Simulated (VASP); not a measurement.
# Cd2S (P6/mmm) in VASP: further runs

Cd2S is run at these levels: PBE; tasks: single point, relaxation of cell and atoms.

Program: VASP 6.6.1. These are calculated values, not measurements. Logs are shortened: lines on timing, memory, paths and dates and some standing lists are left out, and cuts for length are marked.

## Step 1: The cell of the first run

The structure is hexagonal, space group P6/mmm (No. 191). Conventional cell: a = 7.090 Å, b = 7.090 Å, c = 7.278 Å, α = 90.00°, β = 90.00°, γ = 120.00°. Cd (site symmetry 3m) has 1 S at 2.32 Å and 1 Cd at 2.64 Å within 3.1 Å. Within 3.1 Å of S (site symmetry -6m2) lie 2 Cd at 2.32 Å.

The cell was generated, and may not be a known phase.

## Step 2: Single point, PBE

INCAR reads:

```
  PREC = Accurate
  ENCUT = 520
  EDIFF = 1E-7
  ISMEAR = 0
  SIGMA = 0.2
  LREAL = F
  LASPH = T
  NELM = 80
  ALGO = Normal
  ISIF = 2
  LWAVE = F
  LCHARG = F
  GGA = PE
  NBANDS = 39
```

KPOINTS reads:

```
Automatic mesh
0
Gamma
  4 4 3
```

POSCAR reads:

```
Cd2S
1.0
    7.0896491831      0.0000000000      0.0000000000
   -3.5448245915      6.1398162965      0.0000000000
    0.0000000000      0.0000000000      7.2782661224
Cd S
4 2
Direct
    0.3333333333      0.6666666667      0.6814434240
    0.3333333333      0.6666666667      0.3185565760
    0.6666666667      0.3333333333      0.3185565760
    0.6666666667      0.3333333333      0.6814434240
    0.3333333333      0.6666666667      0.0000000000
    0.6666666667      0.3333333333      0.0000000000
```

Potentials or basis: VASP PAW PBE potentials, release 64 (Cd, S).

Command:

```
> cat potpaw_PBE.64/Cd/POTCAR potpaw_PBE.64/S/POTCAR > POTCAR
> mpirun -np 1 vasp_std > vasp.out
```

OUTCAR:

```text
PREC = Accurate
   ENCUT = 520
   EDIFF = 1E-7
   ISMEAR = 0
   LREAL = F
   LASPH = T
   NELM = 80
   ISIF = 2
   GGA = PE

 ion  position               nearest neighbor table
   1  0.333  0.667  0.681-   5 2.32   2 2.64
   2  0.333  0.667  0.319-   5 2.32   1 2.64
   3  0.667  0.333  0.319-   6 2.32   4 2.64
   4  0.667  0.333  0.681-   6 2.32   3 2.64
   5  0.333  0.667  0.000-   1 2.32   2 2.32
   6  0.667  0.333  0.000-   3 2.32   4 2.32

  LATTYP: Found a hexagonal cell.
 ALAT       =     7.0896491831
 C/A-ratio  =     1.0266045519

  Lattice vectors:

 A1 = (   7.0896491831,   0.0000000000,   0.0000000000)
 A2 = (  -3.5448245915,   6.1398162965,   0.0000000000)
 A3 = (   0.0000000000,   0.0000000000,   7.2782661224)

Analysis of symmetry for initial positions (statically):
=====================================================================
 Subroutine PRICEL returns:
 Original cell was already a primitive cell.

 Routine SETGRP: Setting up the symmetry group for a
 hexagonal supercell.

 Subroutine GETGRP returns: Found 24 space group operations
 (whereof 24 operations were pure point group operations)
 out of a pool of 24 trial point group operations.

The static configuration has the point symmetry D_6h.

Analysis of symmetry for dynamics (positions and initial velocities):
=====================================================================
 Subroutine PRICEL returns:
 Original cell was already a primitive cell.

 Routine SETGRP: Setting up the symmetry group for a
 hexagonal supercell.

 Subroutine GETGRP returns: Found 24 space group operations
 (whereof 24 operations were pure point group operations)
 out of a pool of 24 trial point group operations.

The dynamic configuration has the point symmetry D_6h.

 Subroutine INISYM returns: Found 24 space group operations
 (whereof 24 operations are pure point group operations),
 and found     1 'primitive' translations

----------------------------------------------------------------------------------------

                                     Primitive cell

  volume of cell :     316.8167

  direct lattice vectors                    reciprocal lattice vectors
     7.089649183  0.000000000  0.000000000     0.141050703  0.081435661  0.000000000
    -3.544824591  6.139816297  0.000000000     0.000000000  0.162871322  0.000000000
     0.000000000  0.000000000  7.278266122     0.000000000  0.000000000  0.137395361

  length of vectors
     7.089649183  7.089649183  7.278266122     0.162871322  0.162871322  0.137395361

  position of ions in fractional coordinates (direct lattice)
     0.333333333  0.666666667  0.681443424
     0.333333333  0.666666667  0.318556576
     0.666666667  0.333333333  0.318556576
     0.666666667  0.333333333  0.681443424
     0.333333333  0.666666667  0.000000000
     0.666666667  0.333333333  0.000000000

  ion indices of the primitive-cell ions
   primitive index   ion index
                 1           1
                 2           2
                 3           3
                 4           4
                 5           5
                 6           6

----------------------------------------------------------------------------------------

 KPOINTS: Automatic mesh

Automatic generation of k-mesh.
 Grid dimensions read from file:
 generate k-points for:    4    4    3

 Generating k-lattice:

  Cartesian coordinates                     Fractional coordinates (reciprocal lattice)
     0.035262676  0.020358915  0.000000000     0.250000000 -0.000000000  0.000000000
     0.000000000  0.040717831  0.000000000     0.000000000  0.250000000  0.000000000
     0.000000000  0.000000000  0.045798454     0.000000000  0.000000000  0.333333333

  Length of vectors
     0.040717831  0.040717831  0.045798454

  Shift w.r.t. Gamma in fractional coordinates (k-lattice)
     0.000000000  0.000000000  0.000000000

 Subroutine IBZKPT returns following result:
 ===========================================

 Found      8 irreducible k-points:

 Following reciprocal coordinates:
            Coordinates               Weight
  0.000000  0.000000  0.000000      1.000000
  0.250000  0.000000  0.000000      6.000000
  0.500000  0.000000  0.000000      3.000000
  0.250000  0.250000  0.000000      6.000000
  0.000000  0.000000  0.333333      2.000000
  0.250000  0.000000  0.333333     12.000000
  0.500000  0.000000  0.333333      6.000000
  0.250000  0.250000  0.333333     12.000000
   k-points           NKPTS =      8   k-points in BZ     NKDIM =      8   number of bands    NBANDS=     39
   number of dos      NEDOS =    301   number of ions     NIONS =      6
   total plane-waves  NPLWV = 157464
   dimension x,y,z NGX =    54 NGY =   54 NGZ =   54
   dimension x,y,z NGXF=   108 NGYF=  108 NGZF=  108
   ions per type =               4   2
   NGX,Y,Z   is equivalent  to a cutoff of  12.66, 12.66, 12.33 a.u.
   NGXF,Y,Z  is equivalent  to a cutoff of  25.33, 25.33, 24.67 a.u.
 SYSTEM =  unknown system
   PREC   = accura    normal or accurate (medium, high low for compatibility)
   ISTART =      0    job   : 0-new  1-cont  2-samecut
   ICHARG =      2    charge: 1-file 2-atom 10-const
   ISPIN  =      1    spin polarized calculation?
   LNONCOLLINEAR =      F non collinear calculations
   LSORBIT =      F    spin-orbit coupling
   LASPH  =      T    aspherical Exc in radial PAW
   ENCUT  =  520.0 eV  38.22 Ry    6.18 a.u.  13.18 13.18 13.53*2*pi/ulx,y,z
   NELM   =     80;   NELMIN=  2; NELMDL= -5     # of ELM steps
   EDIFF  = 0.1E-06   stopping-criterion for ELM
   LREAL  =      F    real-space projection
   EDIFFG = 0.1E-05   stopping-criterion for IOM
   NSW    =      0    number of steps for IOM
   IBRION =     -1    ionic relax: 0-MD 1-quasi-New 2-CG
   NFREE  =      0    steps in history (QN), initial steepest desc. (CG)
   ISIF   =      2    stress and relaxation
   ISYM   =      2    0-nonsym 1-usesym 2-fastsym
   POTIM  = 0.5000    time-step for ionic-motion
   TEBEG  =    0.0;   TEEND  =   0.0 temperature during run
   PSTRESS=    0.0 pullay stress
   NELECT =      60.0000    total number of electrons
   NUPDOWN=      -1.0000    fix difference up-down
   EMIN   =  10.00;   EMAX   =-10.00  energy-range for DOS
   EFERMI =   0.00;   METHOD = LEGACY
   ISMEAR =     0;   SIGMA  =   0.20  broadening in eV -4-tet -1-fermi 0-gaus
   EFERMI_NEDOS =   21; number of points for ismear=-14 and -15
   IALGO  =     38    algorithm
   IMIX   =      4    mixing-type and parameters
     AMIX     =   0.40;   BMIX     =  1.00
     AMIX_MAG =   1.60;   BMIX_MAG =  1.00
  volume/ion in A,a.u.               =      52.80       356.33
  Fermi-wavevector in a.u.,A,eV,Ry     =   0.940133  1.776593 12.025506  0.883850
  Thomas-Fermi vector in A             =   2.067514
   LORBIT       =      0    0 simple, 1 ext, 2 COOP (PROOUT), +10 PAW based schemes
   GGA     = PE    functional components
   LHFCALC =     F    Hartree Fock is set to
   AEXX    =    0.0000 exact exchange contribution
   IVDW    =     0    specifies the selected vdW correction
   LEPSILON=     F    determine dielectric tensor
   LRPA    =     F    only Hartree local field effects (RPA)
 non-spin polarized calculation
 Gauss-broadening in eV      SIGMA  =   0.20
  energy-cutoff  :      520.00
  volume of cell :      316.82
 maximum number of plane-waves:      8561
 NGX is ok and might be reduce to    54
   NGX = 27   NGY = 27   NGZ = 27

 number of electron      59.9999990 magnetization

 Free energy of the ion-electron system (eV)
  ---------------------------------------------------
  ext. energy  EPLUGINS =         0.00000000
  ---------------------------------------------------
  free energy    TOTEN  =        -9.73807430 eV

  energy without entropy =       -9.73804650  energy(sigma->0) =       -9.73806040

 E-fermi :  -1.2286     XC(G=0):  -5.9283

 val. band max:       -1.7891148983   @ k =   0.2500   0.2500   0.3333
 cond. band min:      -0.6760511595   @ k =   0.2500   0.2500   0.3333
 fundamental gap:      1.1130637389
 Fermi energy:        -1.2285993841

 k-point     1 :       0.0000    0.0000    0.0000
  band No.  band energies     occupation
      1     -13.5894      2.00000
      2     -13.4563      2.00000
      3     -10.4223      2.00000
      4     -10.4223      2.00000
      5     -10.3780      2.00000
      6     -10.3780      2.00000
[... 31 lines left out ...]
     38       2.5761      0.00000
     39       3.8170      0.00000

 k-point     2 :       0.2500    0.0000    0.0000
  band No.  band energies     occupation
      1     -13.5726      2.00000
      2     -13.4734      2.00000
      3     -10.4242      2.00000
      4     -10.4179      2.00000
      5     -10.3829      2.00000
      6     -10.3760      2.00000
[... 31 lines left out ...]
     38       3.1802      0.00000
     39       3.8130      0.00000

 k-point     3 :       0.5000    0.0000    0.0000
  band No.  band energies     occupation
      1     -13.5453      2.00000
      2     -13.5010      2.00000
      3     -10.4260      2.00000
      4     -10.4119      2.00000
      5     -10.3895      2.00000
      6     -10.3741      2.00000
[... 31 lines left out ...]
     38       3.7579      0.00000
     39       3.7774      0.00000

 k-point     4 :       0.2500    0.2500    0.0000
  band No.  band energies     occupation
      1     -13.5453      2.00000
      2     -13.5010      2.00000
      3     -10.4271      2.00000
      4     -10.4090      2.00000
      5     -10.3923      2.00000
      6     -10.3731      2.00000
[... 31 lines left out ...]
     38       3.7004      0.00000
     39       3.7550      0.00000

 k-point     5 :       0.0000    0.0000    0.3333
  band No.  band energies     occupation
      1     -13.4682      2.00000
      2     -13.3246      2.00000
      3     -11.0273      2.00000
      4     -11.0073      2.00000
      5     -10.3951      2.00000
      6     -10.3951      2.00000
[... 31 lines left out ...]
     38       2.9932      0.00000
     39       3.2345      0.00000

 k-point     6 :       0.2500    0.0000    0.3333
  band No.  band energies     occupation
      1     -13.4502      2.00000
      2     -13.3431      2.00000
      3     -11.0248      2.00000
      4     -11.0100      2.00000
      5     -10.3968      2.00000
      6     -10.3909      2.00000
[... 31 lines left out ...]
     38       3.1079      0.00000
     39       3.8244      0.00000

 k-point     7 :       0.5000    0.0000    0.3333
  band No.  band energies     occupation
      1     -13.4208      2.00000
      2     -13.3730      2.00000
      3     -11.0208      2.00000
      4     -11.0142      2.00000
      5     -10.3984      2.00000
      6     -10.3851      2.00000
[... 31 lines left out ...]
     38       2.9618      0.00000
     39       4.2810      0.00000

 k-point     8 :       0.2500    0.2500    0.3333
  band No.  band energies     occupation
      1     -13.4208      2.00000
      2     -13.3730      2.00000
      3     -11.0208      2.00000
      4     -11.0142      2.00000
      5     -10.3994      2.00000
      6     -10.3825      2.00000
[... 31 lines left out ...]
     38       3.7536      0.00000
     39       3.8250      0.00000

------------------------ aborting loop because EDIFF is reached ----------------------------------------

  FORCE on cell =-STRESS in cart. coord.  units (eV):
  Direction    XX          YY          ZZ          XY          YZ          ZX
  --------------------------------------------------------------------------------------
  -------------------------------------------------------------------------------------
  Total        1.3092108      1.3092108      0.8335926      0.0000000     -0.0000000      0.0000000
  in kB        6.6208248      6.6208248      4.2155705      0.0000000     -0.0000000      0.0000000
  external PRESSURE =       5.8190733 kB  Pullay stress =       0.0000000 kB

 VOLUME and BASIS-vectors are now :
 -----------------------------------------------------------------------------
  energy-cutoff  :      520.00
  volume of cell :      316.82
      direct lattice vectors                 reciprocal lattice vectors
     7.089649183  0.000000000  0.000000000     0.141050703  0.081435661  0.000000000
    -3.544824591  6.139816297  0.000000000     0.000000000  0.162871322  0.000000000
     0.000000000  0.000000000  7.278266122     0.000000000  0.000000000  0.137395361

 POSITION                                       TOTAL-FORCE (eV/Angst)
 -----------------------------------------------------------------------------------
     -0.00000      4.09321      4.95973         0.000000     -0.000000     -0.021134
     -0.00000      4.09321      2.31854         0.000000     -0.000000      0.021134
      3.54482      2.04661      2.31854        -0.000000      0.000000      0.021134
      3.54482      2.04661      4.95973        -0.000000      0.000000     -0.021134
     -0.00000      4.09321      0.00000        -0.000000     -0.000000      0.000000
      3.54482      2.04661      0.00000        -0.000000     -0.000000      0.000000
 -----------------------------------------------------------------------------------
    total drift:                               -0.000000      0.000000      0.000000

  FREE ENERGIE OF THE ION-ELECTRON SYSTEM (eV)
  ---------------------------------------------------
  free  energy   TOTEN  =        -9.7380743044 eV

  energy  without entropy=       -9.7380464983  energy(sigma->0) =       -9.73806040
```

Wall time 77 s (1 thread of Intel Xeon 6975P-C (Granite Rapids), shared host); peak memory 0.41 GiB.

What came out:

```yaml
Free_energy: -9.7381 eV
Pressure: 0.6 GPa
Largest_force: 0.021 eV/Å
Band_gap_on_the_k_mesh: 1.11 eV
```

Forces in eV/Å, atoms in the order of the input:
```
Cd   0.000  0.000 -0.021
Cd   0.000  0.000  0.021
Cd   0.000  0.000  0.021
Cd   0.000  0.000 -0.021
S    0.000  0.000  0.000
S    0.000  0.000  0.000
```

Levels at points of the mesh, in eV from the valence-band top:
| k point | band 27 | band 28 | band 29 | band 30 | band 31 | band 32 | band 33 | band 34 |
| --- | --- | --- | --- | --- | --- | --- | --- | --- |
| (0.00, 0.00, 0.00) | -1.14 | -1.14 | -0.28 | -0.28 | 2.38 | 2.38 | 3.67 | 3.79 |
| (0.50, 0.00, 0.00) | -1.28 | -0.93 | -0.38 | -0.11 | 2.06 | 2.46 | 3.40 | 3.45 |

A k mesh can miss the band edges.

## Step 3: Relaxation of cell and atoms, PBE

This run uses another cell than the first one, of 24.51 Å³/atom.

INCAR reads:

```
PREC = Accurate
ENCUT = 600
EDIFF = 1E-6
ISMEAR = 0
SIGMA = 0.2
LREAL = False
LASPH = True
NELM = 100
ALGO = Normal
ISIF = 3
LWAVE = False
LCHARG = False
GGA = PE
IBRION = 2
NSW = 36
EDIFFG = -0.08
```

KPOINTS reads:

```
regular mesh
0
Gamma
  4 4 3
```

POSCAR reads:

```
Cd2S
1.0
    5.3302487400      0.0000000000      0.0000000000
   -2.6651243700      4.6161308200      0.0000000000
    0.0000000000      0.0000000000      5.9764742600
Cd S
4 2
Direct
    0.3333333300      0.6666666700      0.6912479500
    0.3333333300      0.6666666700      0.3087520500
    0.6666666700      0.3333333300      0.3087520500
    0.6666666700      0.3333333300      0.6912479500
    0.3333333300      0.6666666700      0.0000000000
    0.6666666700      0.3333333300      0.0000000000
```

Potentials or basis: VASP PAW PBE potentials, release 64 (Cd, S).

Command:

```
> cat potpaw_PBE.64/Cd/POTCAR potpaw_PBE.64/S/POTCAR > POTCAR
> mpirun -np 1 vasp_std > vasp.out
```

OUTCAR:

```text
PREC = Accurate
   ENCUT = 600
   EDIFF = 1E-6
   ISMEAR = 0
   LREAL = False
   LASPH = True
   NELM = 100
   ISIF = 3
   GGA = PE
   IBRION = 2
   NSW = 36
   EDIFFG = -0.08

 ion  position               nearest neighbor table
   1  0.333  0.667  0.691-   5 1.85   2 2.29   4 3.08   4 3.08   4 3.08   2 3.69
   2  0.333  0.667  0.309-   5 1.85   1 2.29   3 3.08   3 3.08   3 3.08   1 3.69
   3  0.667  0.333  0.309-   6 1.85   4 2.29   2 3.08   2 3.08   2 3.08   4 3.69
   4  0.667  0.333  0.691-   6 1.85   3 2.29   1 3.08   1 3.08   1 3.08   3 3.69
   5  0.333  0.667  0.000-   1 1.85   2 1.85
   6  0.667  0.333  0.000-   3 1.85   4 1.85

  LATTYP: Found a hexagonal cell.
 ALAT       =     5.3302487400
 C/A-ratio  =     1.1212374040

  Lattice vectors:

 A1 = (   5.3302487400,   0.0000000000,   0.0000000000)
 A2 = (  -2.6651243700,   4.6161308200,   0.0000000000)
[... 300 lines left out ...]
      5      -9.1711      2.00000
      6      -9.0544      2.00000
[... 301 lines left out ...]
     35       2.4500      0.00000
     36       3.7641      0.00000

[... ionic steps 4 to 26 ...]

--------------------------------------- Ionic step       27  -------------------------------------------

 number of electron      60.0000007 magnetization

------------------------ aborting loop because EDIFF is reached ----------------------------------------
[... 75 lines left out ...]
--------------------------------------- Ionic step       29  -------------------------------------------

 number of electron      59.9999990 magnetization

 Free energy of the ion-electron system (eV)
  ---------------------------------------------------
  ext. energy  EPLUGINS =         0.00000000
  ---------------------------------------------------
  free energy    TOTEN  =        -9.14525216 eV

  energy without entropy =       -9.09731693  energy(sigma->0) =       -9.12128455

 E-fermi :   0.8364     XC(G=0):  -8.4593

 val. band max:        0.6026790725   @ k =   0.5000   0.0000   0.3333
 cond. band min:       0.9400780151   @ k =   0.2500   0.2500   0.0000
 fundamental gap:      0.3373989427
 Fermi energy:         0.8364470566

 k-point     1 :       0.0000    0.0000    0.0000
  band No.  band energies     occupation
      1     -12.2727      2.00000
      2     -10.5746      2.00000
      3      -8.2707      2.00000
      4      -8.1592      2.00000
      5      -8.1592      2.00000
      6      -7.9870      2.00000
[... 334 lines left out ...]
  FREE ENERGIE OF THE ION-ELECTRON SYSTEM (eV)
  ---------------------------------------------------
  free  energy   TOTEN  =        -9.1452521639 eV

  energy  without entropy=       -9.0973169281  energy(sigma->0) =       -9.12128455

 reached required accuracy - stopping structural energy minimisation
```

CONTCAR:

```text
Cd2S
   1.00000000000000
     5.1832941098015386   -0.0000000000000000   -0.0000000000000000
    -2.5916470549007693    4.4888643764430425   -0.0000000000000000
     0.0000000000000000   -0.0000000000000000    7.9363026482102628
  Cd              S
     4     2
Direct
     0.3333333300000021    0.6666666699999979    0.6767845168314492
     0.3333333300000021    0.6666666699999979    0.3232154831685508
     0.6666666699999979    0.3333333300000021    0.3232154831685508
     0.6666666699999979    0.3333333300000021    0.6767845168314492
     0.3333333300000021    0.6666666699999979    0.0000000000000000
     0.6666666699999979    0.3333333300000021    0.0000000000000000

  0.00000000E+00  0.00000000E+00  0.00000000E+00
  0.00000000E+00  0.00000000E+00  0.00000000E+00
  0.00000000E+00  0.00000000E+00  0.00000000E+00
  0.00000000E+00  0.00000000E+00  0.00000000E+00
  0.00000000E+00  0.00000000E+00  0.00000000E+00
  0.00000000E+00  0.00000000E+00  0.00000000E+00
```

Wall time 11 min (1 thread of Intel Xeon 6975P-C (Granite Rapids), shared host); peak memory 0.35 GiB.

Results:

```yaml
Free_energy: -9.1453 eV
Relaxed_volume: 30.78 Å³/atom
Relaxed_cell: a = 5.183 Å, b = 5.183 Å, c = 7.936 Å, α = 90.00°, β = 90.00°, γ = 120.00°
Space_group_after_relaxing_to_0.1_Å: P6/mmm (No. 191)
Pressure_after_relaxing: -0.2 GPa
Largest_force_after_relaxing: 0.018 eV/Å
Band_gap_on_the_k_mesh: zero (bands 30 and 31 overlap by 1.03 eV)
```

Forces in eV/Å, atoms in the order of the input:
```
Cd   0.000  0.000 -0.018
Cd   0.000  0.000  0.018
Cd   0.000  0.000  0.018
Cd   0.000  0.000 -0.018
S    0.000  0.000  0.000
S    0.000  0.000  0.000
```

Final structure:
```
Cd S
1.0
     5.18329    0.00000    0.00000
    -2.59165    4.48886    0.00000
     0.00000    0.00000    7.93630
Cd S
4 2
Direct
  0.33333 0.66667 0.67678
  0.33333 0.66667 0.32322
  0.66667 0.33333 0.32322
  0.66667 0.33333 0.67678
  0.33333 0.66667 0.00000
  0.66667 0.33333 0.00000
```

Levels at points of the mesh, in eV from the Fermi level:
```csv
k point,band 26,band 27,band 28,band 29,band 30,band 31,band 32,band 33
"(0.00, 0.00, 0.00)",-2.98,-2.17,-0.33,-0.33,0.71,1.12,1.96,2.16
"(0.50, 0.00, 0.00)",-3.40,-3.38,-2.16,-0.36,0.58,0.94,1.28,1.48
```

Caveat: the volume moved by over 15 % at a fixed basis, so the end points are rough.

The gap in the log of VASP goes by the Fermi energy; the results here count the filled bands.